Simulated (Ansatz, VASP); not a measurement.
## MoS2 in VASP and in Ansatz

```xyz
6
Lattice="3.1926 0.0000 0.0000 -1.5963 6.7935 0.0000 0.0000 0.0000 21.7643" Properties=species:S:1:pos:R:3 pbc="T T T"
S     1.5963    5.4741    4.0000
S     0.0000    2.0696    5.3964
S     0.0006    5.7941    6.6379
S     1.5965    1.4473    8.7643
Mo    1.5963    0.3751    4.6982
Mo    0.0007    0.6965    7.1992
```

Alike in both runs: task single point; functional PBE; k mesh 9 × 4 × 1; occupations gaussian, width 0.1 eV; no spin polarisation.

```csv
,VASP,Ansatz
version,VASP 6.6.1,Ansatz 0.2.0
potentials or method,"VASP PAW PBE potentials, release 64 (S, Mo_sv), cutoff 520 eV","scalar-relativistic, plane waves, PAW"
valence electrons in the cell,52,52
```

VASP gave:

```
gap on the k mesh at the Fermi level (eV) : none
rms of the force components (eV/Å)        : 0.647
```

Task: What did Ansatz give for the same quantities?

Result: gap on the k mesh at the Fermi level (eV): none; rms of the force components (eV/Å): 0.646.

A gap of «none» marks a metal or a gap that the smearing closes.
